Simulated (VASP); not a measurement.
# Ta (P6_3/mmc) in VASP: notebook, part 2 of 2

VASP 6.6.1. The steps go on from the part before.

**3. Relaxation of cell and atoms, PBE, target pressure 480 GPa, at which the enthalpy is minimised**

File INCAR:

```
SYSTEM = Ta
ALGO     = Normal         ! electronic algorithm
EDIFF    = 1E-6           ! SCF threshold, eV
EDIFFG   = -0.005         ! ionic threshold
ENCUT    = 600            ! plane-wave cutoff, eV
GGA      = PE             ! functional
IBRION   = 2              ! ionic algorithm
ISIF     = 3              ! what is computed and relaxed
ISMEAR   = -1             ! smearing method
LASPH    = .True.         ! aspherical terms in the spheres
LCHARG   = .False.        ! write CHGCAR
LREAL    = .False.        ! projectors in reciprocal space
LWAVE    = .False.        ! write WAVECAR
NELM     = 100            ! most SCF steps
NSW      = 32             ! ionic steps
PREC     = Accurate       ! precision mode
PSTRESS  = 4800.0       
SIGMA    = 0.08           ! smearing width, eV
```

File KPOINTS:

```
k-points
0
Gamma
  19 19 10
  0 0 0
```

File POSCAR:

```
Ta
1.0
    2.3390558776      0.0000000000      0.0000000000
   -1.1695279388      2.0256818108      0.0000000000
    0.0000000000      0.0000000000      3.9209527085
Ta
2
Direct
    0.3333333333      0.6666666667      0.2500000000
    0.6666666667      0.3333333333      0.7500000000
```

Potentials or basis: VASP PAW PBE potentials, release 64 (Ta_pv).

On the command line:

```sh
cat potpaw_PBE.64/Ta_pv/POTCAR > POTCAR
mpirun -np 1 vasp_std > vasp.out
```

OUTCAR:

```text
SYSTEM = Ta
   EDIFF = 1E-6
   EDIFFG = -0.005
   ENCUT = 600
   GGA = PE
   IBRION = 2
   ISIF = 3
   ISMEAR = -1
   LASPH = .True.
   LREAL = .False.
   NELM = 100
   NSW = 32
   PREC = Accurate
   PSTRESS = 4800.0

 ion  position               nearest neighbor table
   1  0.333  0.667  0.250-   2 2.38   2 2.38   2 2.38   2 2.38   2 2.38   2 2.38   2 3.34   2 3.34
                             2 3.34   2 3.34   2 3.34   2 3.34
   2  0.667  0.333  0.750-   1 2.38   1 2.38   1 2.38   1 2.38   1 2.38   1 2.38   1 3.34   1 3.34
                             1 3.34   1 3.34   1 3.34   1 3.34

  LATTYP: Found a hexagonal cell.
 ALAT       =     2.3390558776
 C/A-ratio  =     1.6762971531

  Lattice vectors:

 A1 = (   2.3390558776,   0.0000000000,   0.0000000000)
 A2 = (  -1.1695279388,   2.0256818108,   0.0000000000)
[... 312 lines left out ...]
      1     -25.3890      2.00000
      2     -18.7685      2.00000
      3     -18.7685      2.00000
      4     -18.2316      2.00000
      5     -17.9484      2.00000
      6     -17.9484      2.00000
      7       3.4722      2.00000
      8       4.5872      2.00000
      9      11.2616      2.00000
     10      12.0997      1.99999
     11      12.0997      1.99999
     12      13.9321      0.00007
     13      13.9321      0.00007
     14      16.6117      0.00000
[... 401 lines left out ...]
      2     -23.1270      2.00000
      3     -22.9504      2.00000
      4     -20.6948      2.00000
      5     -19.4670      2.00000
      6     -19.3094      2.00000
      7       5.2773      2.00000
      8       6.0755      2.00000
      9       7.5739      2.00000
     10      11.3945      2.00000
     11      12.9146      1.84516
     12      14.2919      0.00000
     13      14.3634      0.00000
     14      19.9612      0.00000
     15      22.4228      0.00000

 [... further k-points ...]

------------------------ aborting loop because EDIFF is reached ----------------------------------------

  FORCE on cell =-STRESS in cart. coord.  units (eV):
  Direction    XX          YY          ZZ          XY          YZ          ZX
  --------------------------------------------------------------------------------------
  -------------------------------------------------------------------------------------
  Total       56.0762105     56.0762105     56.0876388     -0.0000000     -0.0000000     -0.0000000
  in kB     4799.2831898   4799.2831894   4800.2612874     -0.0000000     -0.0000000     -0.0000000
  external PRESSURE =      -0.3907778 kB  Pullay stress =    4800.0000000 kB
[... 21 lines left out ...]
  energy  without entropy=       -7.0931573429  energy(sigma->0) =       -7.10338862

  enthalpy is  TOTEN    =        48.9709659682 eV   P V=       56.0845858723

 reached required accuracy - stopping structural energy minimisation
```

OSZICAR:

```text
N       E                     dE             d eps       ncg     rms          rms(c)
DAV:   1     0.197187039550E+03    0.19719E+03   -0.14782E+04  7200   0.191E+03
DAV:   2    -0.415441184544E+01   -0.20134E+03   -0.19869E+03  8600   0.467E+02
[... 29 lines left out ...]
DAV:   8    -0.713938216294E+01   -0.60756E-06   -0.17415E-07  4251   0.375E-03
   3 F= 0.48970987E+02 E0= 0.48981220E+02  d E =-.563475E-02
       N       E                     dE             d eps       ncg     rms          rms(c)
DAV:   1    -0.711363833216E+01    0.25743E-01   -0.69964E-04  7473   0.387E-01    0.782E-02
DAV:   2    -0.711362342216E+01    0.14910E-04   -0.18238E-05  7452   0.531E-02    0.345E-02
DAV:   3    -0.711361955667E+01    0.38655E-05   -0.12155E-05  8663   0.443E-02    0.604E-03
DAV:   4    -0.711361990407E+01   -0.34740E-06   -0.26608E-07  3929   0.558E-03
   4 F= 0.48970966E+02 E0= 0.48981197E+02  d E =-.565605E-02
```

CONTCAR:

```text
Ta
   1.00000000000000
     2.3450791568477927    0.0000000000000000    0.0000000000000000
    -1.1725395784238963    2.0308981236282722    0.0000000000000000
     0.0000000000000000    0.0000000000000000    3.9306757319414118
  Ta
     2
Direct
     0.3333333332999970    0.6666666667000030    0.2500000000000000
     0.6666666667000030    0.3333333332999970    0.7500000000000000

  0.00000000E+00  0.00000000E+00  0.00000000E+00
  0.00000000E+00  0.00000000E+00  0.00000000E+00
```

Wall time 2.2 min (1 thread of AMD EPYC 7R13 (Zen 3), shared host); peak memory 0.18 GiB.

What came out:

```
Free energy                                                : -7.1136 eV
Relaxed volume                                             : 9.36 Å³/atom
Relaxed cell                                               : a = 2.345 Å, b = 2.345 Å, c = 3.931 Å, α = 90.00°, β = 90.00°, γ = 120.00°
Space group after relaxing (to 0.1 Å)                      : P6_3/mmc (No. 194)
Energy change on relaxing (the run minimises the enthalpy) : -215.7 meV/atom
Ionic steps                                                : 4
Pressure after relaxing                                    : 480.0 GPa
Band gap on the k mesh                                     : zero (bands 11 and 12 overlap by 5.64 eV)
```

The path:
```tsv
step	energy change (eV)	largest force (eV/Å)	pressure (GPa)	volume (Å³)
1	0.0000	0.0000	492.86	18.58
2	-5.3164	0.0000	338.19	20.66
3	-0.4572	0.0000	479.23	18.73
4	-0.4314	0.0000	479.96	18.72
```

Final structure:
```xyz
2
Lattice="2.3451 0.0000 0.0000 -1.1725 2.0309 0.0000 0.0000 0.0000 3.9307" Properties=species:S:1:pos:R:3 pbc="T T T"
Ta    0.0000    1.3539    0.9827
Ta    1.1725    0.6770    2.9480
```

Caveat: the cell is relaxed towards a set pressure, so the run minimises the enthalpy, not the energy; spin-orbit coupling is left out, which moves the levels of the heavy elements.
